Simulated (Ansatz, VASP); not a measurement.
**One calculation of Sc, two programs**

File INCAR:

```
SYSTEM = Sc
PREC     = Accurate       ! precision mode
ENCUT    = 520            ! plane-wave cutoff, eV
EDIFF    = 1E-6           ! SCF threshold, eV
ISMEAR   = -1             ! smearing method
SIGMA    = 0.08           ! smearing width, eV
LREAL    = .False.        ! projectors in reciprocal space
LASPH    = .True.         ! aspherical terms in the spheres
NELM     = 80             ! most SCF steps
ALGO     = Normal         ! electronic algorithm
ISIF     = 2              ! what is computed and relaxed
LWAVE    = .False.        ! write WAVECAR
LCHARG   = .True.         ! write CHGCAR
GGA      = PS             ! functional
LELF     = .True.         ! ELF
LVHAR    = .True.       
NBANDS   = 12             ! bands
```

File KPOINTS:

```
regular mesh
0
Gamma
  14 14 14
  0 0 0
```

File POSCAR:

```
Sc
1.0
    0.0000000000      1.8079922229      1.8079922229
    1.8079922229      0.0000000000      1.8079922229
    1.8079922229      1.8079922229      0.0000000000
Sc
1
Direct
    0.0000000000      0.0000000000      0.0000000000
```

Input for Ansatz:

```yaml
crystal:
  lattice:
    - [0.0, 1.8079922229, 1.8079922229]
    - [1.8079922229, 0.0, 1.8079922229]
    - [1.8079922229, 1.8079922229, 0.0]
  atoms:
    - { symbol: Sc, position: [0.0, 0.0, 0.0] }
kpoints:
  mp_grid: { grid: [14, 14, 14] }
scf:
  occupations: { method: fermi_dirac, width: 0.08 }
hamiltonian:
  xc: pbesol
  pseudopotentials: { kind: all_electron, lapw: { basis_error: 0.001 } }
output:
  forces: true
  stress: true
  eigenvalues: true
  populations: true
```

Change from the starting cell: volume scaled by 0.5, LAPW.

Alike in both runs: task single point; functional PBEsol; k mesh 14 × 14 × 14; occupations fermi-dirac, width 0.08 eV; no spin polarisation.

|  | VASP | Ansatz |
| --- | --- | --- |
| version | VASP 6.6.1 | Ansatz 0.2.0 |
| potentials or method | VASP PAW PBE potentials, release 64 (Sc_sv), cutoff 520 eV | all-electron LAPW, scalar-relativistic |

```csv
,VASP,Ansatz,Ansatz less VASP
pressure (GPa),101.8,100.2,-1.63
```

VASP's potentials were made for PBE, not for PBEsol. Both programs put the cell under a high pressure, so it lies far from rest at this level. Ansatz ran all-electron here, and VASP with PAW potentials.

Noted on VASP's run: the cell as given lies far from equilibrium.
